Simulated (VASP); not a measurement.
# FeCo4 (P6_3/mmc) in VASP: single point with PBE

Aim: the single point of FeCo4 with PBE.

All numbers are computed with VASP 6.6.1; they aren't measurements. Logs are shortened: lines on timing, memory, paths and dates and some standing lists are left out, and cuts for length are marked.

## Step 1: The cell of the first run

It takes space group P6_3/mmc (No. 194, hexagonal). The conventional cell has a = 2.490 Å, b = 2.490 Å, c = 20.624 Å, α = 90.00°, β = 90.00°, γ = 120.00°. Fe (site symmetry -6m2) has 6 Fe at 2.49 Å and 6 Co at 2.57 Å within 3.3 Å. Co (site symmetry 3m) has 12 Co at 2.47 to 2.50 Å within 3.3 Å. Within 3.3 Å of Co (site symmetry 3m) lie 9 Co at 2.47 to 2.49 Å and 3 Fe at 2.57 Å.

## Step 2: Single point, PBE, collinear spin, ferromagnetic start

INCAR

```
  PREC = Accurate
  ENCUT = 690
  EDIFF = 1E-6
  ISMEAR = 0
  SIGMA = 0.1
  LREAL = False
  LASPH = True
  NELM = 200
  ALGO = Normal
  ISIF = 2
  LWAVE = False
  LCHARG = False
  ISPIN = 2
  MAGMOM = 4 4 3 3 3 3 3 3 3 3
  LORBIT = 11
  LMAXMIX = 4
  GGA = PE
  NBANDS = 99
  GGA_COMPAT = False
```

KPOINTS

```
Automatic mesh
0
Gamma
  6 6 1
```

POSCAR

```
FeCo4
1.0
    2.4901506891     -0.0000000029      0.0000000000
   -1.2450753420      2.1565337574      0.0000000000
    0.0000000000      0.0000000000     20.6239446160
Fe Co
2 8
Direct
    0.3333333333      0.6666666667      0.2500000000
    0.6666666667      0.3333333333      0.7500000000
    0.3333333333      0.6666666667      0.0496784054
    0.3333333333      0.6666666667      0.4503215946
    0.3333333333      0.6666666667      0.6469300938
    0.3333333333      0.6666666667      0.8530699062
    0.6666666667      0.3333333333      0.1469300938
    0.6666666667      0.3333333333      0.3530699062
    0.6666666667      0.3333333333      0.5496784054
    0.6666666667      0.3333333333      0.9503215946
```

Potentials or basis: VASP PAW PBE potentials, release 64 (Fe_sv, Co_sv).

Command:

```console
> cat potpaw_PBE.64/Fe_sv/POTCAR potpaw_PBE.64/Co_sv/POTCAR > POTCAR
> mpirun -np 1 vasp_std > vasp.out
```

OUTCAR:

```text
PREC = Accurate
   ENCUT = 690
   EDIFF = 1E-6
   ISMEAR = 0
   LREAL = False
   LASPH = True
   NELM = 200
   ISIF = 2
   ISPIN = 2
   LORBIT = 11
   GGA = PE

 ion  position               nearest neighbor table
   1  0.333  0.667  0.250-
   2  0.667  0.333  0.750-
   3  0.333  0.667  0.050-   7 2.47   7 2.47   7 2.47  10 2.50  10 2.50  10 2.50
   4  0.333  0.667  0.450-   8 2.47   8 2.47   8 2.47   9 2.50   9 2.50   9 2.50
   5  0.333  0.667  0.647-   9 2.47   9 2.47   9 2.47
   6  0.333  0.667  0.853-  10 2.47  10 2.47  10 2.47
   7  0.667  0.333  0.147-   3 2.47   3 2.47   3 2.47
   8  0.667  0.333  0.353-   4 2.47   4 2.47   4 2.47
   9  0.667  0.333  0.550-   5 2.47   5 2.47   5 2.47   4 2.50   4 2.50   4 2.50
  10  0.667  0.333  0.950-   6 2.47   6 2.47   6 2.47   3 2.50   3 2.50   3 2.50

  LATTYP: Found a hexagonal cell.
 ALAT       =     2.4901506891
 C/A-ratio  =     8.2822074609

  Lattice vectors:

 A1 = (   2.4901506891,  -0.0000000029,   0.0000000000)
 A2 = (  -1.2450753420,   2.1565337574,   0.0000000000)
 A3 = (   0.0000000000,   0.0000000000,  20.6239446160)

Analysis of symmetry for initial positions (statically):
=====================================================================
 Subroutine PRICEL returns:
 Original cell was already a primitive cell.

 Routine SETGRP: Setting up the symmetry group for a
 hexagonal supercell.

 Subroutine GETGRP returns: Found 24 space group operations
 (whereof 12 operations were pure point group operations)
 out of a pool of 24 trial point group operations.

The static configuration has the point symmetry D_3d.
 The point group associated with its full space group is D_6h.

Analysis of symmetry for dynamics (positions and initial velocities):
=====================================================================
 Subroutine PRICEL returns:
 Original cell was already a primitive cell.

 Routine SETGRP: Setting up the symmetry group for a
 hexagonal supercell.

 Subroutine GETGRP returns: Found 24 space group operations
 (whereof 12 operations were pure point group operations)
 out of a pool of 24 trial point group operations.

The dynamic configuration has the point symmetry D_3d.
 The point group associated with its full space group is D_6h.

Analysis of structural, dynamic, and magnetic symmetry:
=====================================================================
 Subroutine PRICEL returns:
 Original cell was already a primitive cell.

 Routine SETGRP: Setting up the symmetry group for a
 hexagonal supercell.

 Subroutine GETGRP returns: Found 24 space group operations
 (whereof 12 operations were pure point group operations)
 out of a pool of 24 trial point group operations.

The overall configuration has the point symmetry D_3d.
 The point group associated with its full space group is D_6h.

 Subroutine INISYM returns: Found 24 space group operations
 (whereof 12 operations are pure point group operations),
 and found     1 'primitive' translations

----------------------------------------------------------------------------------------

                                     Primitive cell

  volume of cell :     110.7525

  direct lattice vectors                    reciprocal lattice vectors
     2.490150689 -0.000000003  0.000000000     0.401582123  0.231853546  0.000000000
    -1.245075342  2.156533757  0.000000000     0.000000001  0.463707093  0.000000000
     0.000000000  0.000000000 20.623944616     0.000000000  0.000000000  0.048487330

  length of vectors
     2.490150689  2.490150689 20.623944616     0.463707093  0.463707093  0.048487330

  position of ions in fractional coordinates (direct lattice)
     0.333333333  0.666666667  0.250000000
     0.666666667  0.333333333  0.750000000
     0.333333333  0.666666667  0.049678405
     0.333333333  0.666666667  0.450321595
     0.333333333  0.666666667  0.646930094
     0.333333333  0.666666667  0.853069906
     0.666666667  0.333333333  0.146930094
     0.666666667  0.333333333  0.353069906
[... 58 lines left out ...]
   NGXF,Y,Z  is equivalent  to a cutoff of  32.05, 32.05, 29.02 a.u.
 SYSTEM =  unknown system
   PREC   = accura    normal or accurate (medium, high low for compatibility)
   ISTART =      0    job   : 0-new  1-cont  2-samecut
   ICHARG =      2    charge: 1-file 2-atom 10-const
   ISPIN  =      2    spin polarized calculation?
   LNONCOLLINEAR =      F non collinear calculations
   LSORBIT =      F    spin-orbit coupling
   LASPH  =      T    aspherical Exc in radial PAW
   ENCUT  =  690.0 eV  50.71 Ry    7.12 a.u.   5.33  5.33 44.17*2*pi/ulx,y,z
   NELM   =    200;   NELMIN=  2; NELMDL= -5     # of ELM steps
   EDIFF  = 0.1E-05   stopping-criterion for ELM
   LREAL  =      F    real-space projection
   EDIFFG = 0.1E-04   stopping-criterion for IOM
   NSW    =      0    number of steps for IOM
   IBRION =     -1    ionic relax: 0-MD 1-quasi-New 2-CG
   NFREE  =      0    steps in history (QN), initial steepest desc. (CG)
   ISIF   =      2    stress and relaxation
   ISYM   =      2    0-nonsym 1-usesym 2-fastsym
   POTIM  = 0.5000    time-step for ionic-motion
   TEBEG  =    0.0;   TEEND  =   0.0 temperature during run
   PSTRESS=    0.0 pullay stress
   NELECT =     168.0000    total number of electrons
   NUPDOWN=      -1.0000    fix difference up-down
   EMIN   =  10.00;   EMAX   =-10.00  energy-range for DOS
   EFERMI =   0.00;   METHOD = LEGACY
   ISMEAR =     0;   SIGMA  =   0.10  broadening in eV -4-tet -1-fermi 0-gaus
   EFERMI_NEDOS =   21; number of points for ismear=-14 and -15
   IALGO  =     38    algorithm
   IMIX   =      4    mixing-type and parameters
     AMIX     =   0.40;   BMIX     =  1.00
     AMIX_MAG =   1.60;   BMIX_MAG =  1.00
  volume/ion in A,a.u.               =      11.08        74.74
  Fermi-wavevector in a.u.,A,eV,Ry     =   1.881020  3.554612 48.140620  3.538236
  Thomas-Fermi vector in A             =   2.924493
   LORBIT       =     11    0 simple, 1 ext, 2 COOP (PROOUT), +10 PAW based schemes
   GGA     = PE    functional components
   LHFCALC =     F    Hartree Fock is set to
   AEXX    =    0.0000 exact exchange contribution
   IVDW    =     0    specifies the selected vdW correction
   LEPSILON=     F    determine dielectric tensor
   LRPA    =     F    only Hartree local field effects (RPA)
 spin polarized calculation
 Gauss-broadening in eV      SIGMA  =   0.10
  energy-cutoff  :      690.00
  volume of cell :      110.75
 maximum number of plane-waves:      4613
 NGX is ok and might be reduce to    24
   NGX = 11   NGY = 11   NGZ = 89

 number of electron     168.0000004 magnetization      18.0520366

 Free energy of the ion-electron system (eV)
  ---------------------------------------------------
  ext. energy  EPLUGINS =         0.00000000
  ---------------------------------------------------
  free energy    TOTEN  =       -73.56093854 eV

  energy without entropy =      -73.51368878  energy(sigma->0) =      -73.53731366

 E-fermi :  11.8744     XC(G=0): -13.7891

 val. band max:       11.8716392867   @ k =   0.1667   0.1667   0.0000
 cond. band min:      11.8752344780   @ k =   0.1667   0.0000   0.0000
 fundamental gap:      0.0035951913
 Fermi energy:        11.8744471240

 spin component 1

 k-point     1 :       0.0000    0.0000    0.0000
  band No.  band energies     occupation
      1     -84.1826      1.00000
      2     -84.1826      1.00000
      3     -84.1735      1.00000
      4     -84.1735      1.00000
      5     -84.1527      1.00000
      6     -84.1527      1.00000
[... 682 lines left out ...]
     95      17.2525      0.00000
     96      17.2763      0.00000
 Fermi energy:        11.8744471240

 spin component 2

 k-point     1 :       0.0000    0.0000    0.0000
  band No.  band energies     occupation
      1     -82.0951      1.00000
      2     -82.0950      1.00000
      3     -82.0737      1.00000
      4     -82.0737      1.00000
      5     -82.0446      1.00000
      6     -82.0446      1.00000
[... 682 lines left out ...]
     95      18.0275      0.00000
     96      18.0297      0.00000
 [bands above 96 left out]

------------------------ aborting loop because EDIFF is reached ----------------------------------------

  FORCE on cell =-STRESS in cart. coord.  units (eV):
  Direction    XX          YY          ZZ          XY          YZ          ZX
  --------------------------------------------------------------------------------------
  -------------------------------------------------------------------------------------
  Total       -0.9937292     -0.9937292     -0.9826493     -0.0000000     -0.0000000      0.0000000
  in kB      -14.3755674    -14.3755674    -14.2152834     -0.0000000     -0.0000000      0.0000000
  external PRESSURE =     -14.3221394 kB  Pullay stress =       0.0000000 kB

 VOLUME and BASIS-vectors are now :
 -----------------------------------------------------------------------------
  energy-cutoff  :      690.00
  volume of cell :      110.75
      direct lattice vectors                 reciprocal lattice vectors
     2.490150689 -0.000000003  0.000000000     0.401582123  0.231853546  0.000000000
    -1.245075342  2.156533757  0.000000000     0.000000001  0.463707093  0.000000000
     0.000000000  0.000000000 20.623944616     0.000000000  0.000000000  0.048487330

 POSITION                                       TOTAL-FORCE (eV/Angst)
 -----------------------------------------------------------------------------------
      0.00000      1.43769      5.15599        -0.000000      0.000000     -0.000000
      1.24508      0.71884     15.46796         0.000000     -0.000000     -0.000000
      0.00000      1.43769      1.02456        -0.000000      0.000000      0.000321
      0.00000      1.43769      9.28741        -0.000000      0.000000     -0.000321
      0.00000      1.43769     13.34225        -0.000000      0.000000      0.010188
      0.00000      1.43769     17.59367        -0.000000     -0.000000     -0.010188
      1.24508      0.71884      3.03028         0.000000      0.000000      0.010188
      1.24508      0.71884      7.28169         0.000000     -0.000000     -0.010188
      1.24508      0.71884     11.33654         0.000000     -0.000000      0.000321
      1.24508      0.71884     19.59938         0.000000     -0.000000     -0.000321
 -----------------------------------------------------------------------------------
    total drift:                               -0.000002      0.000001     -0.000000

  FREE ENERGIE OF THE ION-ELECTRON SYSTEM (eV)
  ---------------------------------------------------
  free  energy   TOTEN  =       -73.5609385423 eV

  energy  without entropy=      -73.5136887789  energy(sigma->0) =      -73.53731366

 total charge

# of ion       s       p       d       tot
------------------------------------------
    1        2.186   6.032   5.525  13.743
    2        2.186   6.032   5.525  13.743
    3        2.245   6.118   6.695  15.058
    4        2.245   6.118   6.695  15.058
    5        2.245   6.117   6.689  15.051
    6        2.245   6.117   6.689  15.051
    7        2.245   6.117   6.689  15.051
    8        2.245   6.117   6.689  15.051
    9        2.245   6.118   6.695  15.058
   10        2.245   6.118   6.695  15.058
--------------------------------------------------
tot         22.332  61.004  64.583 147.920

 magnetization (x)

# of ion       s       p       d       tot
------------------------------------------
    1        0.000  -0.004   2.450   2.446
    2        0.000  -0.004   2.450   2.446
    3       -0.005  -0.014   1.714   1.695
    4       -0.005  -0.014   1.714   1.695
    5       -0.006  -0.015   1.743   1.722
    6       -0.006  -0.015   1.743   1.722
    7       -0.006  -0.015   1.743   1.722
    8       -0.006  -0.015   1.743   1.722
    9       -0.005  -0.014   1.714   1.695
   10       -0.005  -0.014   1.714   1.695
--------------------------------------------------
tot         -0.044  -0.122  18.726  18.560
```

It took 13 min on 1 thread of Intel Xeon Platinum 8259CL at 2.50GHz (Skylake/Cascade Lake), shared host; peak memory 0.47 GiB.

Results:

| Property | Result |
| --- | --- |
| Free energy | -73.5609 eV |
| Pressure | -1.4 GPa |
| Largest force | 0.010 eV/Å |
| Net moment | 18.05 μB per cell |
| Site moments | Fe +2.45; Co +1.70, +1.72 (each value once) μB |
| Valence electrons inside the program's atomic spheres | Fe 13.74; Co 15.06, 15.05 (each value once) |

Forces on the atoms (eV/Å):
```
Fe   0.000  0.000  0.000
Fe   0.000  0.000  0.000
Co   0.000  0.000  0.000
Co   0.000  0.000  0.000
Co   0.000  0.000  0.010
Co   0.000  0.000 -0.010
Co   0.000  0.000  0.010
Co   0.000  0.000 -0.010
Co   0.000  0.000  0.000
Co   0.000  0.000  0.000
```

Levels at points of the mesh, in eV from the Fermi level:
Spin up:
```
           k point  band 93  band 94  band 95  band 96  band 97  band 98
(0.00, 0.00, 0.00)    -0.95    -0.85    -0.85    -0.77    -0.77    -0.77
(0.50, 0.00, 0.00)     1.05     1.15     1.38     2.20     2.22     3.05
```
Spin down:
```
           k point  band 71  band 72  band 73  band 74  band 75  band 76  band 77  band 78
(0.00, 0.00, 0.00)    -0.79    -0.67    -0.67    -0.65    -0.65    -0.39    -0.03    -0.03
(0.50, 0.00, 0.00)     0.07     0.10     0.16     0.47     0.81     0.88     1.06     1.09
```

Caveat: the k points lie up to 0.49 Å⁻¹ apart; the highest band is partly filled, so the run has too few bands.
